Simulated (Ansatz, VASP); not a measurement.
# One calculation of BN, two programs

POSCAR

```
BN
1.0
    2.5922486957      0.0000000000      0.0000000000
   -1.2961243479      2.2449532234      0.0000000000
    0.0000000000      0.0000000000      4.2268550000
B N
2 2
Direct
    0.6666666667      0.3333333333      0.9997240000
    0.3333333333      0.6666666667      0.4997240000
    0.6666666667      0.3333333333      0.6252760000
    0.3333333333      0.6666666667      0.1252760000
```

Contents of INCAR.step1:

```
SYSTEM = BN
ALGO     = Normal         ! electronic algorithm
EDIFF    = 1E-5           ! SCF threshold, eV
ENCUT    = 910            ! plane-wave cutoff, eV
GGA      = PE             ! functional
GGA_COMPAT= .False.      
ISMEAR   = 0              ! smearing method
LASPH    = .True.         ! aspherical terms in the spheres
LCHARG   = .False.        ! write CHGCAR
LREAL    = .False.        ! projectors in reciprocal space
LWAVE    = .True.         ! write WAVECAR
NBANDS   = 16             ! bands
NELM     = 120            ! most SCF steps
PREC     = Accurate       ! precision mode
SIGMA    = 0.05           ! smearing width, eV
```

File INCAR.step2:

```
SYSTEM = BN
ALGO     = Normal         ! electronic algorithm
EDIFF    = 1E-6           ! SCF threshold, eV
ENCUT    = 910            ! plane-wave cutoff, eV
GGA_COMPAT= .False.      
ISIF     = 2              ! what is computed and relaxed
ISMEAR   = 0              ! smearing method
ISTART   = 1            
LASPH    = .True.         ! aspherical terms in the spheres
LCHARG   = .False.        ! write CHGCAR
LMIXTAU  = .True.       
LREAL    = .False.        ! projectors in reciprocal space
LWAVE    = .False.        ! write WAVECAR
METAGGA  = R2SCAN         ! meta-GGA
NBANDS   = 16             ! bands
NELM     = 120            ! most SCF steps
PREC     = Accurate       ! precision mode
SIGMA    = 0.05           ! smearing width, eV
```

The input KPOINTS:

```
k-points
0
Gamma
  12 12 6
  0 0 0
```

Input for Ansatz:

```yaml
crystal:
  lattice:
    - [2.5922486957, 0.0, 0.0]
    - [-1.2961243479, 2.2449532234, 0.0]
    - [0.0, 0.0, 4.226855]
  atoms:
    - { symbol: B, position: [0.6666666667, 0.3333333333, 0.999724] }
    - { symbol: B, position: [0.3333333333, 0.6666666667, 0.499724] }
    - { symbol: "N", position: [0.6666666667, 0.3333333333, 0.625276] }
    - { symbol: "N", position: [0.3333333333, 0.6666666667, 0.125276] }
basis:
  ecutwfc: 500
kpoints:
  mp_grid: { grid: [12, 12, 6] }
hamiltonian:
  xc: r2scan
scf:
  occupations: { method: gaussian, width: 0.05 }
output:
  forces: true
  stress: true
  eigenvalues: true
  write_density: true
  write_potential: true
  elf: true
  volumetric_format: npy
```

Change from the starting cell: strain +0.0150 x Voigt [1, 1, 0, 0, 0, 0], atoms carried along.

Alike in both runs: task single point; functional r2SCAN; k mesh 12 × 12 × 6; occupations gaussian, width 0.05 eV; no spin polarisation.

|  | VASP | Ansatz |
| --- | --- | --- |
| version | VASP 6.6.1 | Ansatz 0.2.0 |
| potentials or method | VASP PAW PBE potentials, release 64 (B_h, N_h), cutoff 910 eV | scalar-relativistic, plane waves, PAW |
| valence electrons in the cell | 16 | 16 |

|  | VASP | Ansatz | Ansatz less VASP |
| --- | --- | --- | --- |
| gap on the k mesh at the Fermi level (eV) | 5.82 | 5.84 | +0.017 |
| least direct gap on the mesh (eV) | 8.66 | 8.67 | +0.008 |
| rms of the force components (eV/Å) | 0.013 | 0.012 | -0.0015 |

VASP's potentials were made for PBE, not for r2SCAN. Atom by atom the forces differ by 0.002 eV/Å (rms over components).

Noted on VASP's run: the cutoff is short for stress, so the pressure is rough.
